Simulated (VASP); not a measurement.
# Mo (I4/mmm) in VASP: notebook, part 2 of 2

VASP 6.6.1. Earlier steps stand in the parts before.

**4. Single point, r2SCAN (biaxial strain in the a-b plane: +4.0 %)**

POSCAR reads:

```
Mo
1.0
    3.2764475038      0.0000000000      0.0000000000
    0.0000000000      3.2764475038      0.0000000000
    0.0000000000      0.0000000000      3.0748199651
Mo
2
Direct
    0.0000000000      0.0000000000      0.0000000000
    0.5000000000      0.5000000000      0.5000000000
```

INCAR.step1 reads:

```
SYSTEM = Mo
PREC = Accurate
ENCUT = 520
ISMEAR = 0
SIGMA = 0.1
LREAL = .False.
LASPH = .True.
NELM = 60
NBANDS = 21
GGA = PE
ALGO = Normal
EDIFF = 1E-4
LWAVE = .True.
LCHARG = .False.
```

INCAR.step2 reads:

```
SYSTEM = Mo
PREC = Accurate
ENCUT = 520
EDIFF = 1E-7
ISMEAR = 0
SIGMA = 0.1
LREAL = .False.
LASPH = .True.
NELM = 60
ALGO = Normal
ISIF = 2
LWAVE = .False.
LCHARG = .False.
METAGGA = R2SCAN
LMIXTAU = .True.
NBANDS = 21
ISTART = 1
```

KPOINTS reads:

```
regular mesh
0
Gamma
  16 16 16
  0 0 0
```

Potentials or basis: VASP PAW PBE potentials, release 64 (Mo_sv).

The run is started by

```
$ cat potpaw_PBE.64/Mo_sv/POTCAR > POTCAR
$ cp INCAR.step1 INCAR
$ mpirun -np 1 vasp_std > vasp.out
$ cp INCAR.step2 INCAR
$ mpirun -np 1 vasp_std > vasp.out
```

OUTCAR:

```text
SYSTEM = Mo
   PREC = Accurate
   ENCUT = 520
   EDIFF = 1E-7
   ISMEAR = 0
   LREAL = .False.
   LASPH = .True.
   NELM = 60
   ISIF = 2
   METAGGA = R2SCAN
   ISTART = 1

 ion  position               nearest neighbor table
   1  0.000  0.000  0.000-   2 2.78   2 2.78   2 2.78   2 2.78   2 2.78   2 2.78   2 2.78   2 2.78

   2  0.500  0.500  0.500-   1 2.78   1 2.78   1 2.78   1 2.78   1 2.78   1 2.78   1 2.78   1 2.78

  LATTYP: Found a simple tetragonal cell.
 ALAT       =     3.2764475038
 C/A-ratio  =     0.9384615385

  Lattice vectors:

 A1 = (   3.2764475038,   0.0000000000,   0.0000000000)
 A2 = (   0.0000000000,   3.2764475038,   0.0000000000)
 A3 = (   0.0000000000,   0.0000000000,   3.0748199651)

Analysis of symmetry for initial positions (statically):
=====================================================================
 Subroutine PRICEL returns following result:

  LATTYP: Found a body centered tetragonal cell.
 ALAT       =     3.2764475038
 C/A-ratio  =     0.9384615385

  Lattice vectors:

 A1 = (  -1.6382237519,  -1.6382237519,  -1.5374099825)
 A2 = (   1.6382237519,   1.6382237519,  -1.5374099826)
[... 178 lines left out ...]
  free energy    TOTEN  =       -52.01489820 eV

  energy without entropy =      -52.00965222  energy(sigma->0) =      -52.01227521

 E-fermi :  11.7046     XC(G=0): -14.2933

 val. band max:       11.6877289756   @ k =   0.1875   0.1250   0.1250
 cond. band min:      11.7054431460   @ k =   0.4375   0.1875   0.0000
 fundamental gap:      0.0177141704
 Fermi energy:        11.7046326616

 k-point     1 :       0.0000    0.0000    0.0000
  band No.  band energies     occupation
      1     -51.5304      2.00000
      2     -51.1325      2.00000
      3     -25.0576      2.00000
      4     -25.0576      2.00000
      5     -24.8751      2.00000
      6     -24.1341      2.00000
[... 565 lines left out ...]
     20      14.8110      0.00000
     21      26.1474      0.00000

 [... further k-points ...]

------------------------ aborting loop because EDIFF is reached ----------------------------------------

  FORCE on cell =-STRESS in cart. coord.  units (eV):
  Direction    XX          YY          ZZ          XY          YZ          ZX
  --------------------------------------------------------------------------------------
  -------------------------------------------------------------------------------------
  Total       -3.6672331     -3.6672331      0.1259544     -0.0000000      0.0000000      0.0000000
  in kB     -178.0012191   -178.0012191      6.1136088     -0.0000000      0.0000000      0.0000000
  external PRESSURE =    -116.6296098 kB  Pullay stress =       0.0000000 kB

 VOLUME and BASIS-vectors are now :
 -----------------------------------------------------------------------------
  energy-cutoff  :      520.00
  volume of cell :       33.01
      direct lattice vectors                 reciprocal lattice vectors
     3.276447504  0.000000000  0.000000000     0.305208614  0.000000000  0.000000000
     0.000000000  3.276447504  0.000000000     0.000000000  0.305208614  0.000000000
     0.000000000  0.000000000  3.074819965     0.000000000  0.000000000  0.325222293

 POSITION                                       TOTAL-FORCE (eV/Angst)
 -----------------------------------------------------------------------------------
      0.00000      0.00000      0.00000         0.000000      0.000000      0.000000
      1.63822      1.63822      1.53741        -0.000000      0.000000     -0.000000
 -----------------------------------------------------------------------------------
    total drift:                                0.000000      0.000000     -0.000000

  FREE ENERGIE OF THE ION-ELECTRON SYSTEM (eV)
  ---------------------------------------------------
  free  energy   TOTEN  =       -52.0148981972 eV

  energy  without entropy=      -52.0096522206  energy(sigma->0) =      -52.01227521
```

OUTCAR.step1:

```text
SYSTEM = Mo
   PREC = Accurate
   ENCUT = 520
   ISMEAR = 0
   LREAL = .False.
   LASPH = .True.
[... 819 lines left out ...]
      0.00000      0.00000      0.00000        -0.000000      0.000000      0.000000
      1.63822      1.63822      1.53741         0.000000     -0.000000     -0.000000
 -----------------------------------------------------------------------------------
    total drift:                                0.000000      0.000000     -0.000000

  FREE ENERGIE OF THE ION-ELECTRON SYSTEM (eV)
  ---------------------------------------------------
  free  energy   TOTEN  =       -21.7534796854 eV

  energy  without entropy=      -21.7469869912  energy(sigma->0) =      -21.75023334
```

Run time: 16 min. Hardware: 1 thread of Oxide Virtual Turin-like, shared host; peak memory 0.29 GiB.

Results:

- Free energy: -52.0149 eV
- Pressure: -11.7 GPa
- Band gap on the k mesh: zero (bands 14 and 15 overlap by 2.49 eV)

Levels at points of the mesh, in eV from the Fermi level:
```csv
k point,band 11,band 12,band 13,band 14,band 15,band 16,band 17,band 18
"(0.00, 0.00, 0.00)",-5.16,-1.81,-1.04,-1.04,1.28,2.24,3.76,3.76
"(0.50, 0.00, 0.00)",-2.55,-2.55,-0.77,-0.77,-0.21,-0.21,1.00,1.00
"(0.50, 0.50, 0.00)",-2.78,-2.78,1.03,1.03,1.12,1.12,2.14,2.14
"(0.00, 0.00, 0.50)",-2.27,-2.27,-0.93,-0.93,-0.93,-0.93,0.63,0.63
"(0.50, 0.00, 0.50)",-3.58,-3.58,1.56,1.56,1.80,1.80,2.81,2.81
"(0.50, 0.50, 0.50)",-2.82,-2.82,-2.45,-2.45,2.32,2.32,2.71,2.71
```

Caveat: the cell differs from its parent crystal (biaxial strain in the a-b plane: +4.0 %); the stress differs along the axes, from -18 to 1 GPa; the PAW data sets were made with another functional, which shifts forces and pressure a little.

**5. Overview**

```tsv
cell	gap on the mesh (eV)	pressure (GPa)
a = 3.213, b = 3.213, c = 3.113 Å, 2 atoms	none	-5.9
a = 3.276, b = 3.276, c = 3.073 Å, 2 atoms	none	-11.5
a = 3.276, b = 3.276, c = 3.075 Å, 2 atoms	none	-11.7
```

Alike in all rows: task single point; level r2SCAN; potentials or basis VASP PAW PBE potentials, release 64 (Mo_sv); no spin polarisation; k mesh 16 × 16 × 16; cutoff (eV) 520; smearing gaussian 0.1 eV.

Caveats: the PAW data sets were made with another functional, which shifts forces and pressure a little; the stress differs along the axes, from -18 to 1 GPa (at least some runs); the stress differs along the axes, from -9 to 1 GPa (at least some runs).

Total energies depend on the potentials used, so only differences within one code and one set of settings carry meaning.
